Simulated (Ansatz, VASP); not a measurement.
One calculation of BSe2, two programs

```xyz
6
Lattice="0.0000 3.8982 3.8982 3.8982 0.0000 3.8982 3.8982 3.8982 0.0000" Properties=species:S:1:pos:R:3 pbc="T T T"
B     0.0000    0.0000    0.0000
B     1.9491    1.9491    1.9491
Se    4.8728    4.8728    4.8728
Se    4.8728    2.9237    2.9237
Se    2.9237    2.9237    4.8728
Se    2.9237    4.8728    2.9237
```

Alike in both runs: task relaxation of cell and atoms; functional PBE; k mesh 4 × 4 × 4; occupations gaussian, width 0.1 eV; no spin polarisation.

```csv
,VASP,Ansatz
version,VASP 6.6.1,Ansatz 0.2.0
potentials or method,"VASP PAW PBE potentials, release 64 (B, Se), cutoff 600 eV","scalar-relativistic, plane waves, PAW"
valence electrons in the cell,30,70
```

```csv
,VASP,Ansatz,Ansatz less VASP
"gap on the k mesh at the Fermi level, each at its own relaxed structure (eV)",none,none,-
relaxed volume (Å³/atom),21.37,21.54,+0.169
relaxed cell length with the largest relative difference (Å),5.661,5.675,+0.0149
```

A gap of «none» marks a metal or a gap that the smearing closes. VASP's potentials hold 30 valence electrons a cell and Ansatz's 70, so a difference there can come from the potentials and not from the codes.
